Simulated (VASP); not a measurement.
# C (Fd-3m) in VASP: a series of runs

Runs on C. Level: RPBE. Tasks: single point, relaxation of cell and atoms.

Everything below comes from runs of VASP 6.6.1. Logs are shortened: lines on timing, memory, paths and dates and some standing lists are left out, and cuts for length are marked.

## 1. The cell of the first run

Symmetry: Fd-3m, No. 227, cubic system. The conventional cell has a = 3.727 Å, b = 3.727 Å, c = 3.727 Å, α = 90.00°, β = 90.00°, γ = 90.00°. Within 2.1 Å of C (site symmetry -43m) lie 4 C at 1.61 Å.

## 2. Single point, RPBE (volume scaled by 1.12)

File INCAR:

```
SYSTEM = C
ALGO = Normal ; EDIFF = 1E-6
ENCUT = 520 ; GGA = RP
ISIF = 2 ; ISMEAR = -1
LASPH = .True. ; LCHARG = .False.
LREAL = .False. ; LWAVE = .False.
NBANDS = 11 ; NELM = 80
PREC = Accurate ; SIGMA = 0.05
```

File KPOINTS:

```
k-points
0
Gamma
  13 13 13
  0 0 0
```

File POSCAR:

```
C
1.0
    0.0000000000      1.8634059402      1.8634059402
    1.8634059402      0.0000000000      1.8634059402
    1.8634059402      1.8634059402      0.0000000000
C
2
Direct
    0.5000000000      0.5000000000      0.5000000000
    0.7500000000      0.7500000000      0.7500000000
```

Potentials or basis: VASP PAW PBE potentials, release 64 (C).

Command:

```sh
$ cat potpaw_PBE.64/C/POTCAR > POTCAR
$ mpirun -np 1 vasp_std > vasp.out
```

OUTCAR:

```text
SYSTEM = C
   EDIFF = 1E-6
   ENCUT = 520
   GGA = RP
   ISIF = 2
   ISMEAR = -1
   LASPH = .True.
   LREAL = .False.
   NELM = 80
   PREC = Accurate

 ion  position               nearest neighbor table
   1  0.500  0.500  0.500-   2 1.61   2 1.61   2 1.61   2 1.61
   2  0.750  0.750  0.750-   1 1.61   1 1.61   1 1.61   1 1.61

  LATTYP: Found a face centered cubic cell.
 ALAT       =     3.7268118804

  Lattice vectors:

 A1 = (   0.0000000000,   1.8634059402,   1.8634059402)
 A2 = (   1.8634059402,   0.0000000000,   1.8634059402)
 A3 = (   1.8634059402,   1.8634059402,   0.0000000000)

Analysis of symmetry for initial positions (statically):
=====================================================================
 Subroutine PRICEL returns:
 Original cell was already a primitive cell.

 Routine SETGRP: Setting up the symmetry group for a
 face centered cubic supercell.

 Subroutine GETGRP returns: Found 48 space group operations
 (whereof 24 operations were pure point group operations)
 out of a pool of 48 trial point group operations.

The static configuration has the point symmetry T_d .
 The point group associated with its full space group is O_h .

Analysis of symmetry for dynamics (positions and initial velocities):
=====================================================================
 Subroutine PRICEL returns:
 Original cell was already a primitive cell.

 Routine SETGRP: Setting up the symmetry group for a
 face centered cubic supercell.

 Subroutine GETGRP returns: Found 48 space group operations
 (whereof 24 operations were pure point group operations)
 out of a pool of 48 trial point group operations.

The dynamic configuration has the point symmetry T_d .
 The point group associated with its full space group is O_h .

 Subroutine INISYM returns: Found 48 space group operations
 (whereof 24 operations are pure point group operations),
 and found     1 'primitive' translations

----------------------------------------------------------------------------------------

                                     Primitive cell

  volume of cell :      12.9405

  direct lattice vectors                    reciprocal lattice vectors
     0.000000000  1.863405940  1.863405940    -0.268325859  0.268325859  0.268325859
     1.863405940  0.000000000  1.863405940     0.268325859 -0.268325859  0.268325859
     1.863405940  1.863405940  0.000000000     0.268325859  0.268325859 -0.268325859

  length of vectors
     2.635253953  2.635253953  2.635253953     0.464754021  0.464754021  0.464754021

  position of ions in fractional coordinates (direct lattice)
     0.500000000  0.500000000  0.500000000
[... 83 lines left out ...]
   NFREE  =      0    steps in history (QN), initial steepest desc. (CG)
   ISIF   =      2    stress and relaxation
   ISYM   =      2    0-nonsym 1-usesym 2-fastsym
   POTIM  = 0.5000    time-step for ionic-motion
   TEBEG  =    0.0;   TEEND  =   0.0 temperature during run
   PSTRESS=    0.0 pullay stress
   NELECT =       8.0000    total number of electrons
   NUPDOWN=      -1.0000    fix difference up-down
   EMIN   =  10.00;   EMAX   =-10.00  energy-range for DOS
   EFERMI =   0.00;   METHOD = LEGACY
   ISMEAR =    -1;   SIGMA  =   0.05  broadening in eV -4-tet -1-fermi 0-gaus
   EFERMI_NEDOS =   21; number of points for ismear=-14 and -15
   IALGO  =     38    algorithm
   IMIX   =      4    mixing-type and parameters
     AMIX     =   0.40;   BMIX     =  1.00
     AMIX_MAG =   1.60;   BMIX_MAG =  1.00
  volume/ion in A,a.u.               =       6.47        43.66
  Fermi-wavevector in a.u.,A,eV,Ry     =   1.394614  2.635438 26.462627  1.944948
  Thomas-Fermi vector in A             =   2.518146
   LORBIT       =      0    0 simple, 1 ext, 2 COOP (PROOUT), +10 PAW based schemes
   GGA     = RP    functional components
   LHFCALC =     F    Hartree Fock is set to
   AEXX    =    0.0000 exact exchange contribution
   IVDW    =     0    specifies the selected vdW correction
   LEPSILON=     F    determine dielectric tensor
   LRPA    =     F    only Hartree local field effects (RPA)
 non-spin polarized calculation
  energy-cutoff  :      520.00
  volume of cell :       12.94
 maximum number of plane-waves:       359
   NGX =  9   NGY =  9   NGZ =  9

 number of electron       8.0000000 magnetization

 Free energy of the ion-electron system (eV)
  ---------------------------------------------------
  ext. energy  EPLUGINS =         0.00000000
  ---------------------------------------------------
  free energy    TOTEN  =       -17.05806750 eV

  energy without entropy =      -17.05806750  energy(sigma->0) =      -17.05806750

 E-fermi :   8.9129     XC(G=0): -12.4981

 val. band max:        8.0347412987   @ k =   0.0000   0.0000   0.0000
 cond. band min:      11.9088028986   @ k =   0.3846   0.3846   0.0000
 fundamental gap:      3.8740615999
 Fermi energy:         8.9128948255

 k-point     1 :       0.0000    0.0000    0.0000
  band No.  band energies     occupation
      1     -11.8244      2.00000
      2       8.0347      2.00000
      3       8.0347      2.00000
      4       8.0347      2.00000
      5      13.2719      0.00000
      6      13.2719      0.00000
      7      13.2719      0.00000
      8      18.4226      0.00000
      9      25.8876      0.00000
     10      33.0869      0.00000
     11      33.0869      0.00000
[... 309 lines left out ...]
 k-point    24 :       0.4615    0.1538    0.0000
  band No.  band energies     occupation
      1      -7.3241      2.00000
      2      -2.2244      2.00000
      3       3.9870      2.00000
      4       4.5969      2.00000
      5      14.5696      0.00000
      6      17.3377      0.00000
      7      17.7616      0.00000
      8      20.8050      0.00000
      9      27.2584      0.00000
     10      29.2195      0.00000
     11      33.3500      0.00000

 [... further k-points ...]
[... 5 lines left out ...]
  --------------------------------------------------------------------------------------
  -------------------------------------------------------------------------------------
  Total       -3.0780505     -3.0780505     -3.0780505      0.0000000      0.0000000      0.0000000
  in kB     -381.0955677   -381.0955677   -381.0955677      0.0000000      0.0000000      0.0000000
  external PRESSURE =    -381.0955677 kB  Pullay stress =       0.0000000 kB

 VOLUME and BASIS-vectors are now :
 -----------------------------------------------------------------------------
  energy-cutoff  :      520.00
  volume of cell :       12.94
      direct lattice vectors                 reciprocal lattice vectors
     0.000000000  1.863405940  1.863405940    -0.268325859  0.268325859  0.268325859
     1.863405940  0.000000000  1.863405940     0.268325859 -0.268325859  0.268325859
     1.863405940  1.863405940  0.000000000     0.268325859  0.268325859 -0.268325859

 POSITION                                       TOTAL-FORCE (eV/Angst)
 -----------------------------------------------------------------------------------
      1.86341      1.86341      1.86341        -0.000000     -0.000000     -0.000000
      2.79511      2.79511      2.79511         0.000000      0.000000      0.000000
 -----------------------------------------------------------------------------------
    total drift:                                0.000000     -0.000000      0.000000

  FREE ENERGIE OF THE ION-ELECTRON SYSTEM (eV)
  ---------------------------------------------------
  free  energy   TOTEN  =       -17.0580675049 eV

  energy  without entropy=      -17.0580675048  energy(sigma->0) =      -17.05806750
```

stdout:

```text
POSCAR found type information on POSCAR C
 POSCAR found :  1 types and       2 ions
 scaLAPACK will be used
 -----------------------------------------------------------------------------
|                                                                             |
|                                                                             |
|     You enforced a specific xc type in the INCAR file but a different       |
|     I HOPE YOU KNOW WHAT YOU ARE DOING!                                     |
|                                                                             |
 -----------------------------------------------------------------------------

 LDA part: xc-table for (Slater+PW92), standard interpolation
 POSCAR, INCAR and KPOINTS ok, starting setup
 FFT: planning ... GRIDC
 FFT: planning ... GRID_SOFT
 FFT: planning ... GRID
 WAVECAR not read
 entering main loop
```

Wall time 14 s (1 thread of AMD EPYC 7R13, shared host); peak memory 0.09 GiB.

Results:

- Free energy: -17.0581 eV
- Pressure: -38.1 GPa
- Band gap on the k mesh: 3.87 eV, indirect (least direct gap 5.24 eV)

Caveat: the cell differs from its parent crystal (volume scaled by 1.12); the PAW data sets were made with another functional, which shifts forces and pressure a little. A k mesh can miss the band edges.

## 3. Single point, RPBE

This run uses another cell than the first one, of 5.78 Å³/atom, 0.893 times its volume.

File INCAR:

```
ALGO = Normal
EDIFF = 1E-6
ENCUT = 520
GGA = RP
ISIF = 2
ISMEAR = -1
LASPH = True
LCHARG = False
LREAL = False
LWAVE = False
NBANDS = 11
NELM = 100
PREC = Accurate
SIGMA = 0.05
```

File KPOINTS:

```
k-points
0
Gamma
  14 14 14
```

File POSCAR:

```
C
1.0
    0.0000000000      1.7943264871      1.7943264871
    1.7943264871      0.0000000000      1.7943264871
    1.7943264871      1.7943264871      0.0000000000
C
2
Direct
    0.5000000000      0.5000000000      0.5000000000
    0.7500000000      0.7500000000      0.7500000000
```

Potentials or basis: VASP PAW PBE potentials, release 64 (C).

Command:

```sh
$ cat potpaw_PBE.64/C/POTCAR > POTCAR
$ mpirun -np 1 vasp_std > vasp.out
```

OUTCAR:

```text
EDIFF = 1E-6
   ENCUT = 520
   GGA = RP
   ISIF = 2
   ISMEAR = -1
   LASPH = True
   LREAL = False
   NELM = 100
   PREC = Accurate

 ion  position               nearest neighbor table
   1  0.500  0.500  0.500-   2 1.55   2 1.55   2 1.55   2 1.55
   2  0.750  0.750  0.750-   1 1.55   1 1.55   1 1.55   1 1.55

  LATTYP: Found a face centered cubic cell.
 ALAT       =     3.5886529742

  Lattice vectors:

 A1 = (   0.0000000000,   1.7943264871,   1.7943264871)
[... 512 lines left out ...]
      4       7.0007      2.00000
      5      15.4415      0.00000
      6      19.3978      0.00000
      7      19.5553      0.00000
      8      21.8092      0.00000
      9      29.7040      0.00000
     10      30.9289      0.00000
     11      35.6222      0.00000

 [... further k-points ...]
[... 5 lines left out ...]
  --------------------------------------------------------------------------------------
  -------------------------------------------------------------------------------------
  Total        0.0338580      0.0338580      0.0338580     -0.0000000      0.0000000     -0.0000000
  in kB        4.6950147      4.6950147      4.6950147     -0.0000000      0.0000000     -0.0000000
  external PRESSURE =       4.6950147 kB  Pullay stress =       0.0000000 kB

 VOLUME and BASIS-vectors are now :
 -----------------------------------------------------------------------------
  energy-cutoff  :      520.00
  volume of cell :       11.55
      direct lattice vectors                 reciprocal lattice vectors
     0.000000000  1.794326487  1.794326487    -0.278656088  0.278656088  0.278656088
     1.794326487  0.000000000  1.794326487     0.278656088 -0.278656088  0.278656088
     1.794326487  1.794326487  0.000000000     0.278656088  0.278656088 -0.278656088

 POSITION                                       TOTAL-FORCE (eV/Angst)
 -----------------------------------------------------------------------------------
      1.79433      1.79433      1.79433         0.000000      0.000000      0.000000
      2.69149      2.69149      2.69149        -0.000000     -0.000000     -0.000000
 -----------------------------------------------------------------------------------
    total drift:                                0.000000     -0.000000      0.000000

  FREE ENERGIE OF THE ION-ELECTRON SYSTEM (eV)
  ---------------------------------------------------
  free  energy   TOTEN  =       -17.2347233702 eV

  energy  without entropy=      -17.2347233701  energy(sigma->0) =      -17.23472337
```

stdout:

```text
POSCAR found type information on POSCAR C
 POSCAR found :  1 types and       2 ions
 scaLAPACK will be used
 -----------------------------------------------------------------------------
|                                                                             |
|                                                                             |
|     You enforced a specific xc type in the INCAR file but a different       |
|     I HOPE YOU KNOW WHAT YOU ARE DOING!                                     |
|                                                                             |
 -----------------------------------------------------------------------------

 LDA part: xc-table for (Slater+PW92), standard interpolation
 POSCAR, INCAR and KPOINTS ok, starting setup
 FFT: planning ... GRIDC
 FFT: planning ... GRID_SOFT
 FFT: planning ... GRID
 WAVECAR not read
 entering main loop
```

Run time: 17 s. Hardware: 1 thread of AMD EPYC 7R13, shared host; peak memory 0.09 GiB.

Results:

```
Free energy            : -17.2347 eV
Pressure               : 0.5 GPa
Band gap on the k mesh : 4.09 eV, indirect (least direct gap 5.54 eV)
```

Caveat: the PAW data sets were made with another functional, which shifts forces and pressure a little. A k mesh can miss the band edges.

## 4. Relaxation of cell and atoms, RPBE

This run uses another cell than the first one, of 5.67 Å³/atom, 0.877 times its volume.

File INCAR:

```
  ALGO = Normal
  EDIFF = 1E-6
  EDIFFG = -0.01
  ENCUT = 600
  GGA = RP
  IBRION = 2
  ISIF = 3
  ISMEAR = -1
  LASPH = T
  LCHARG = F
  LREAL = F
  LWAVE = F
  NELM = 80
  NSW = 80
  PREC = Accurate
  SIGMA = 0.05
```

File KPOINTS:

```
k-points
0
Gamma
  8 8 8
```

File POSCAR:

```
C
1.0
    0.0000000000      1.7834000000      1.7834000000
    1.7834000000      0.0000000000      1.7834000000
    1.7834000000      1.7834000000      0.0000000000
C
2
Direct
    0.5000000000      0.5000000000      0.5000000000
    0.7500000000      0.7500000000      0.7500000000
```

Command:

```sh
$ cat potpaw_PBE.64/C/POTCAR > POTCAR
$ mpirun -np 1 vasp_std > vasp.out
```

Wall time 12 s (1 thread of AMD EPYC 7R13, shared host); peak memory 0.09 GiB.

It converged, with:

```yaml
Free_energy: -17.2386 eV
Relaxed_volume: 5.77 Å³/atom
Relaxed_cell: a = 2.537 Å, b = 2.537 Å, c = 2.537 Å, α = 60.00°, β = 60.00°, γ = 60.00°
Space_group_after_relaxing_to_0.05_Å: Fd-3m (No. 227)
Energy_gained_by_relaxing: 2.4 meV/atom
Ionic_steps: 3
Pressure_after_relaxing: 0.0 GPa
Band_gap_on_the_k_mesh: 4.09 eV, indirect (least direct gap 5.54 eV)
```

The path:
```
step  energy change (eV)  largest force (eV/Å)  pressure (GPa)  volume (Å³)
   1              0.0000                0.0000            7.73        11.34
   2              0.0020                0.0000           -8.62        11.80
   3             -0.0049                0.0000           -0.02        11.55
```

Final structure:
```xyz
2
Lattice="0.0000 1.7941 1.7941 1.7941 0.0000 1.7941 1.7941 1.7941 0.0000" Properties=species:S:1:pos:R:3 pbc="T T T"
C     1.7941    1.7941    1.7941
C     2.6911    2.6911    2.6911
```

Levels at points of the mesh, in eV from the valence-band top:
```csv
k point,band 2,band 3,band 4,band 5,band 6,band 7
"(0.00, 0.00, 0.00)",0.00,0.00,0.00,5.54,5.54,5.54
"(0.50, 0.00, 0.00)",-13.20,-2.76,-2.76,8.40,8.40,8.55
"(0.50, 0.50, 0.00)",-12.71,-6.21,-6.21,4.72,4.72,16.62
```

Caveat: the PAW data sets were made with another functional, which shifts forces and pressure a little. RPBE and its kin give volumes clearly too large for solids.

## 5. Summary

| task | cell | k mesh | cutoff (eV) | gap on the mesh (eV) | pressure (GPa) |
| --- | --- | --- | --- | --- | --- |
| single point | a = 2.635 Å, angles 60.0°, 2 atoms | 13 × 13 × 13 | 520 | 3.87 | -38.1 |
| single point | a = 2.538 Å, angles 60.0°, 2 atoms | 14 × 14 × 14 | 520 | 4.09 | 0.5 |
| relaxation of cell and atoms | relaxed from a = 2.522 Å, angles 60.0°, 2 atoms | 8 × 8 × 8 | 600 | 4.09 | 0.0 |

Alike in all rows: level RPBE; potentials or basis VASP PAW PBE potentials, release 64 (C); no spin polarisation; smearing fermi-dirac 0.05 eV.

Caveats: the PAW data sets were made with another functional, which shifts forces and pressure a little.

Absolute energies hang on the potentials; compare differences alone.
